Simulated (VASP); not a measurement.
Input of a VASP 6.6.1 run:

File INCAR:

```
ALGO = Normal
EDIFF = 1E-6
ENCUT = 520
GGA = PS
ISIF = 2
ISMEAR = -1
LASPH = True
LCHARG = False
LREAL = False
LWAVE = False
NBANDS = 30
NELM = 100
PREC = Accurate
SIGMA = 0.05
```

KPOINTS

```
k-points
0
Gamma
  9 9 9
```

The input POSCAR:

```
Ta3Cu
1.0
   -1.9736651686      1.9736651686      4.0981115747
    1.9736651686     -1.9736651686      4.0981115747
    1.9736651686      1.9736651686     -4.0981115747
Ta Cu
3 1
Direct
    0.5000000000      0.5000000000      0.0000000000
    0.2500000000      0.7500000000      0.5000000000
    0.7500000000      0.2500000000      0.5000000000
    0.0000000000      0.0000000000      0.0000000000
```

Potentials or basis: VASP PAW PBE potentials, release 64 (Ta_pv, Cu).

Launch:

```bash
$ cat potpaw_PBE.64/Ta_pv/POTCAR potpaw_PBE.64/Cu/POTCAR > POTCAR
$ mpirun -np 1 vasp_std > vasp.out
```

Estimate the band gap on the k mesh.

zero (bands 22 and 23 overlap by 1.50 eV).

Estimate the pressure.

5.4 GPa.

Stress tensor (GPa, compression positive):
```
5.50 0.00 0.00
0.00 5.50 0.00
0.00 0.00 5.33
```

Caveat: the cell stands under pressure; the PAW data sets were made with another functional, which shifts forces and pressure a little; spin-orbit coupling is left out, which moves the levels of the heavy elements.
